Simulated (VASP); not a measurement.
Input of a VASP 6.6.1 run:

File INCAR:

```
SYSTEM = BaTiO3
PREC = Accurate ; ENCUT = 520
EDIFF = 1E-6 ; ISMEAR = 0
SIGMA = 0.05 ; LREAL = .FALSE.
LASPH = .TRUE. ; NELM = 120
ALGO = Normal ; ISIF = 2
LWAVE = .FALSE. ; LCHARG = .FALSE.
LDIPOL = .TRUE. ; IDIPOL = 3
DIPOL = 0.5 0.5 0.508 ; GGA = PS
NBANDS = 73 ; GGA_COMPAT = .FALSE.
NELMDL = -8
```

Contents of KPOINTS:

```
Automatic mesh
0
G
  7 7 1
  0 0 0
```

File POSCAR:

```
BaTiO3
1.0
    3.9557417074      0.0000000000      0.0000000000
    0.0000000000      3.9557417074      0.0000000000
    0.0000000000      0.0000000000     25.1851017056
Ba O Ti
3 9 3
Direct
    0.0000000000      0.0000000000      0.2977951047
    0.0000000000      0.0000000000      0.4583392995
    0.0000000000      0.0000000000      0.6188834943
    0.5000000000      0.5000000000      0.3025568663
    0.5000000000      0.0000000000      0.3811165057
    0.0000000000      0.5000000000      0.3811165057
    0.5000000000      0.5000000000      0.4631010611
    0.5000000000      0.0000000000      0.5416607005
    0.0000000000      0.5000000000      0.5416607005
    0.5000000000      0.5000000000      0.6236452559
    0.5000000000      0.0000000000      0.7022048953
    0.0000000000      0.5000000000      0.7022048953
    0.5000000000      0.5000000000      0.3756320335
    0.5000000000      0.5000000000      0.5361762283
    0.5000000000      0.5000000000      0.6967204231
```

Potentials or basis: VASP PAW PBE potentials, release 64 (Ba_sv, O, Ti_sv).

Command:

```sh
$ cat potpaw_PBE.64/Ba_sv/POTCAR potpaw_PBE.64/O/POTCAR potpaw_PBE.64/Ti_sv/POTCAR > POTCAR
$ mpirun -np 1 vasp_std > vasp.out
```

(1) Predict the band gap on the k mesh.

(2) Estimate the largest force.

Results:

(1) zero (bands 60 and 61 overlap by 0.65 eV).

(2) 1.514 eV/Å.

Caveat: the PAW data sets were made with another functional, which shifts forces and pressure a little; spin-orbit coupling is left out, which moves the levels of the heavy elements.
